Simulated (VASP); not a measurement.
# Ge (I4_1/amd) in VASP: notebook

Ge is run at these levels: PBE; tasks: single point, relaxation of cell and atoms.

Everything below comes from runs of VASP 6.6.1. Logs are shortened: lines on timing, memory, paths and dates and some standing lists are left out, and cuts for length are marked.

### 1 The cell of the first run

It takes space group I4_1/amd (No. 141, tetragonal). The conventional cell has a = 6.999 Å, b = 6.999 Å, c = 2.525 Å, α = 90.00°, β = 90.00°, γ = 90.00°. Ge (site symmetry 2/m) has 10 Ge at 2.52 to 3.12 Å within 3.3 Å.

The cell was generated, and may not be a known phase.

### 2 Single point, PBE

The input, INCAR:

```
  ALGO = Normal
  EDIFF = 1E-7
  ENCUT = 520
  GGA = PE
  ISIF = 2
  ISMEAR = 0
  LASPH = T
  LCHARG = F
  LREAL = F
  LWAVE = F
  NBANDS = 36
  NELM = 100
  PREC = Accurate
  SIGMA = 0.1
```

The input, KPOINTS:

```
k-points
0
Gamma
  8 8 8
```

The input, POSCAR:

```
Ge
1.0
   -3.4993341500      3.4993341500      1.2623633600
    3.4993341500     -3.4993341500      1.2623633600
    3.4993341500      3.4993341500     -1.2623633600
Ge
4
Direct
    0.3750000000      0.6250000000      0.7500000000
    0.8750000000      0.6250000000      0.2500000000
    0.3750000000      0.1250000000      0.7500000000
    0.3750000000      0.6250000000      0.2500000000
```

Potentials or basis: VASP PAW PBE potentials, release 64 (Ge_d).

The run is started by

```bash
$ cat potpaw_PBE.64/Ge_d/POTCAR > POTCAR
$ mpirun -np 1 vasp_std > vasp.out
```

OUTCAR:

```text
EDIFF = 1E-7
   ENCUT = 520
   GGA = PE
   ISIF = 2
   ISMEAR = 0
   LASPH = T
   LREAL = F
   NELM = 100
   PREC = Accurate

 ion  position               nearest neighbor table
   1  0.375  0.625  0.750-   3 2.55   4 2.55   4 2.55   3 2.55
   2  0.875  0.625  0.250-   3 2.55   4 2.55   4 2.55   3 2.55
   3  0.375  0.125  0.750-   1 2.55   2 2.55   1 2.55   2 2.55
   4  0.375  0.625  0.250-   1 2.55   2 2.55   1 2.55   2 2.55

  LATTYP: Found a body centered tetragonal cell.
 ALAT       =     6.9986683000
 C/A-ratio  =     0.3607438747

  Lattice vectors:

 A1 = (  -3.4993341500,   3.4993341500,   1.2623633600)
 A2 = (   3.4993341500,  -3.4993341500,   1.2623633600)
 A3 = (   3.4993341500,   3.4993341500,  -1.2623633600)

Analysis of symmetry for initial positions (statically):
=====================================================================
 Subroutine PRICEL returns:
 Original cell was already a primitive cell.

 Routine SETGRP: Setting up the symmetry group for a
 body centered tetragonal supercell.

 Subroutine GETGRP returns: Found 16 space group operations
 (whereof  8 operations were pure point group operations)
 out of a pool of 16 trial point group operations.

The static configuration has the point symmetry D_2d.
 The point group associated with its full space group is D_4h.

Analysis of symmetry for dynamics (positions and initial velocities):
=====================================================================
 Subroutine PRICEL returns:
 Original cell was already a primitive cell.

 Routine SETGRP: Setting up the symmetry group for a
 body centered tetragonal supercell.

 Subroutine GETGRP returns: Found 16 space group operations
 (whereof  8 operations were pure point group operations)
 out of a pool of 16 trial point group operations.

The dynamic configuration has the point symmetry D_2d.
 The point group associated with its full space group is D_4h.

 Subroutine INISYM returns: Found 16 space group operations
 (whereof  8 operations are pure point group operations),
 and found     1 'primitive' translations

----------------------------------------------------------------------------------------

                                     Primitive cell

  volume of cell :      61.8323

  direct lattice vectors                    reciprocal lattice vectors
    -3.499334150  3.499334150  1.262363360     0.000000000  0.142884326  0.396082472
     3.499334150 -3.499334150  1.262363360     0.142884326  0.000000000  0.396082472
     3.499334150  3.499334150 -1.262363360     0.142884326  0.142884326  0.000000000

  length of vectors
     5.107273269  5.107273269  5.107273269     0.421066806  0.421066806  0.202068951

  position of ions in fractional coordinates (direct lattice)
     0.375000000  0.625000000  0.750000000
     0.875000000  0.625000000  0.250000000
     0.375000000  0.125000000  0.750000000
     0.375000000  0.625000000  0.250000000

  ion indices of the primitive-cell ions
   primitive index   ion index
                 1           1
                 2           2
                 3           3
                 4           4

----------------------------------------------------------------------------------------

 KPOINTS: k-points

Automatic generation of k-mesh.
 Grid dimensions read from file:
 generate k-points for:    8    8    8

 Generating k-lattice:

  Cartesian coordinates                     Fractional coordinates (reciprocal lattice)
     0.000000000  0.017860541  0.049510309     0.125000000  0.000000000  0.000000000
     0.017860541  0.000000000  0.049510309     0.000000000  0.125000000  0.000000000
     0.017860541  0.017860541  0.000000000     0.000000000  0.000000000  0.125000000

  Length of vectors
     0.052633351  0.052633351  0.025258619

  Shift w.r.t. Gamma in fractional coordinates (k-lattice)
     0.000000000  0.000000000  0.000000000

 Subroutine IBZKPT returns following result:
 ===========================================

 Found     59 irreducible k-points:

 Following reciprocal coordinates:
            Coordinates               Weight
  0.000000  0.000000  0.000000      1.000000
  0.125000  0.000000  0.000000      8.000000
  0.250000  0.000000  0.000000      8.000000
  0.375000 -0.000000  0.000000      8.000000
  0.500000  0.000000  0.000000      4.000000
  0.125000  0.125000  0.000000      8.000000
[... 16 lines left out ...]
  0.250000  0.125000  0.125000     16.000000
  0.375000  0.125000  0.125000      8.000000
 [... further k-points ...]
   k-points           NKPTS =     59   k-points in BZ     NKDIM =     59   number of bands    NBANDS=     36
   number of dos      NEDOS =    301   number of ions     NIONS =      4
   total plane-waves  NPLWV =  64000
   dimension x,y,z NGX =    40 NGY =   40 NGZ =   40
   dimension x,y,z NGXF=    80 NGYF=   80 NGZF=   80
   ions per type =               4
   NGX,Y,Z   is equivalent  to a cutoff of  13.02, 13.02, 13.02 a.u.
   NGXF,Y,Z  is equivalent  to a cutoff of  26.04, 26.04, 26.04 a.u.
 SYSTEM =  unknown system
   PREC   = accura    normal or accurate (medium, high low for compatibility)
   ISTART =      0    job   : 0-new  1-cont  2-samecut
   ICHARG =      2    charge: 1-file 2-atom 10-const
   ISPIN  =      1    spin polarized calculation?
   LNONCOLLINEAR =      F non collinear calculations
   LSORBIT =      F    spin-orbit coupling
   LASPH  =      T    aspherical Exc in radial PAW
   ENCUT  =  520.0 eV  38.22 Ry    6.18 a.u.   9.50  9.50  9.50*2*pi/ulx,y,z
   NELM   =    100;   NELMIN=  2; NELMDL= -5     # of ELM steps
   EDIFF  = 0.1E-06   stopping-criterion for ELM
   LREAL  =      F    real-space projection
   EDIFFG = 0.1E-05   stopping-criterion for IOM
   NSW    =      0    number of steps for IOM
   IBRION =     -1    ionic relax: 0-MD 1-quasi-New 2-CG
   NFREE  =      0    steps in history (QN), initial steepest desc. (CG)
   ISIF   =      2    stress and relaxation
   ISYM   =      2    0-nonsym 1-usesym 2-fastsym
   POTIM  = 0.5000    time-step for ionic-motion
   TEBEG  =    0.0;   TEEND  =   0.0 temperature during run
   PSTRESS=    0.0 pullay stress
   NELECT =      56.0000    total number of electrons
   NUPDOWN=      -1.0000    fix difference up-down
   EMIN   =  10.00;   EMAX   =-10.00  energy-range for DOS
   EFERMI =   0.00;   METHOD = LEGACY
   ISMEAR =     0;   SIGMA  =   0.10  broadening in eV -4-tet -1-fermi 0-gaus
   EFERMI_NEDOS =   21; number of points for ismear=-14 and -15
   IALGO  =     38    algorithm
   IMIX   =      4    mixing-type and parameters
     AMIX     =   0.40;   BMIX     =  1.00
     AMIX_MAG =   1.60;   BMIX_MAG =  1.00
  volume/ion in A,a.u.               =      15.46       104.32
  Fermi-wavevector in a.u.,A,eV,Ry     =   1.583917  2.993169 34.134205  2.508793
  Thomas-Fermi vector in A             =   2.683614
   LORBIT       =      0    0 simple, 1 ext, 2 COOP (PROOUT), +10 PAW based schemes
   GGA     = PE    functional components
   LHFCALC =     F    Hartree Fock is set to
   AEXX    =    0.0000 exact exchange contribution
   IVDW    =     0    specifies the selected vdW correction
   LEPSILON=     F    determine dielectric tensor
   LRPA    =     F    only Hartree local field effects (RPA)
 non-spin polarized calculation
 Gauss-broadening in eV      SIGMA  =   0.10
  energy-cutoff  :      520.00
  volume of cell :       61.83
 maximum number of plane-waves:      1684
 NGX is ok and might be reduce to    40
   NGX = 19   NGY = 19   NGZ = 19

 number of electron      56.0000004 magnetization

 Free energy of the ion-electron system (eV)
  ---------------------------------------------------
  ext. energy  EPLUGINS =         0.00000000
  ---------------------------------------------------
  free energy    TOTEN  =       -15.47226673 eV

  energy without entropy =      -15.46436523  energy(sigma->0) =      -15.46831598

 E-fermi :   9.1162     XC(G=0): -12.2661

 val. band max:        9.1036089691   @ k =   0.5000   0.5000   0.5000
 cond. band min:       9.1227219843   @ k =   0.2500   0.1250   0.0000
 fundamental gap:      0.0191130153
 Fermi energy:         9.1161942237

 k-point     1 :       0.0000    0.0000    0.0000
  band No.  band energies     occupation
      1     -16.0251      2.00000
      2     -16.0189      2.00000
      3     -16.0126      2.00000
      4     -16.0126      2.00000
      5     -15.9757      2.00000
      6     -15.9048      2.00000
[... 28 lines left out ...]
     35      19.3766      0.00000
     36      20.2876      0.00000

 k-point     2 :       0.1250    0.0000    0.0000
  band No.  band energies     occupation
      1     -16.0083      2.00000
      2     -15.9819      2.00000
      3     -15.9688      2.00000
      4     -15.9680      2.00000
      5     -15.9236      2.00000
      6     -15.8926      2.00000
[... 28 lines left out ...]
     35      17.4741      0.00000
     36      20.9304      0.00000

 k-point     3 :       0.2500    0.0000    0.0000
  band No.  band energies     occupation
      1     -15.9867      2.00000
      2     -15.9156      2.00000
      3     -15.8862      2.00000
      4     -15.8766      2.00000
      5     -15.8552      2.00000
      6     -15.8409      2.00000
[... 28 lines left out ...]
     35      17.4559      0.00000
     36      19.9569      0.00000
[... 742 lines left out ...]
 k-point    23 :       0.2500    0.1250    0.1250
  band No.  band energies     occupation
      1     -15.9638      2.00000
      2     -15.9150      2.00000
      3     -15.8829      2.00000
      4     -15.8681      2.00000
      5     -15.8626      2.00000
      6     -15.8467      2.00000
[... 28 lines left out ...]
     35      16.2466      0.00000
     36      16.8363      0.00000

 k-point    24 :       0.3750    0.1250    0.1250
  band No.  band energies     occupation
      1     -15.9635      2.00000
      2     -15.9273      2.00000
      3     -15.9083      2.00000
      4     -15.8793      2.00000
      5     -15.8689      2.00000
      6     -15.8586      2.00000
[... 28 lines left out ...]
     35      16.5241      0.00000
     36      16.7619      0.00000

 [... further k-points ...]

------------------------ aborting loop because EDIFF is reached ----------------------------------------

  FORCE on cell =-STRESS in cart. coord.  units (eV):
  Direction    XX          YY          ZZ          XY          YZ          ZX
  --------------------------------------------------------------------------------------
  -------------------------------------------------------------------------------------
  Total        9.7102677      9.7102677     13.6999300      0.0000000      0.0000000      0.0000000
  in kB      251.6092377    251.6092377    354.9880454      0.0000000      0.0000000      0.0000000
  external PRESSURE =     286.0688402 kB  Pullay stress =       0.0000000 kB

 VOLUME and BASIS-vectors are now :
 -----------------------------------------------------------------------------
  energy-cutoff  :      520.00
  volume of cell :       61.83
      direct lattice vectors                 reciprocal lattice vectors
    -3.499334150  3.499334150  1.262363360     0.000000000  0.142884326  0.396082472
     3.499334150 -3.499334150  1.262363360     0.142884326  0.000000000  0.396082472
     3.499334150  3.499334150 -1.262363360     0.142884326  0.142884326  0.000000000

 POSITION                                       TOTAL-FORCE (eV/Angst)
 -----------------------------------------------------------------------------------
      3.49933      1.74967      0.31559        -0.000000      0.000000      0.000000
     -0.00000      1.74967      1.57795        -0.000000     -0.000000     -0.000000
      1.74967      3.49933     -0.31559        -0.000000      0.000000     -0.000000
      1.74967      0.00000      0.94677         0.000000      0.000000      0.000000
 -----------------------------------------------------------------------------------
    total drift:                               -0.000000      0.000000     -0.000000

  FREE ENERGIE OF THE ION-ELECTRON SYSTEM (eV)
  ---------------------------------------------------
  free  energy   TOTEN  =       -15.4722667346 eV

  energy  without entropy=      -15.4643652259  energy(sigma->0) =      -15.46831598
```

It took 79 s on 1 thread of AMD EPYC 9R45 (Zen 5), shared host; peak memory 0.25 GiB.

What came out:

```yaml
Free_energy: -15.4723 eV
Pressure: 28.6 GPa
Band_gap_on_the_k_mesh: zero (bands 28 and 29 overlap by 3.44 eV)
```

Caveat: the stress differs along the axes, from 25 to 35 GPa.

(Part 1 of 2 ends here.)

The gap in the log of VASP goes by the Fermi energy; the results here count the filled bands.